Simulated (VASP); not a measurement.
Crystal: N.

```xyz
4
Lattice="3.5804 0.0000 0.0000 -1.7902 3.1007 0.0000 0.0000 0.0000 7.6415" Properties=species:S:1:pos:R:3 pbc="T T T"
N     0.0000    2.0672    2.4573
N     0.0000    2.0672    1.3635
N     1.7902    1.0336    6.2780
N     1.7902    1.0336    5.1842
```

Base run:

```yaml
Program: VASP 6.6.1
Functional: PBE
Potentials_or_basis: VASP PAW PBE potentials, release 64 (N)
Cutoff: 520 eV
k_mesh: 6 × 6 × 2
Occupations: gaussian, width 0.01 eV
Spin: no spin polarisation
```

Its results: band gap on the k mesh 7.03 eV, indirect (least direct gap 7.08 eV); pressure 4.9 GPa; largest force 3.130 eV/Å.

**Question.** The run is repeated on the same cell with these changes: functional from PBE to r2SCAN. What comes out?

**Answer.** Band gap on the k mesh 7.70 eV, indirect (least direct gap 7.75 eV); pressure 3.1 GPa; largest force 2.245 eV/Å.

r2SCAN gives the wider gap, since meta-GGAs in the generalised Kohn-Sham scheme recover part of the derivative discontinuity.

Caveats: the standard files for N, O and F lose accuracy on very short bonds; forces of over 1 eV/Å act on the atoms, so gaps and moduli don't describe the material at rest (some runs); the PAW data sets were made with another functional, which shifts forces and pressure a little (some runs).

A k mesh can miss the band edges.
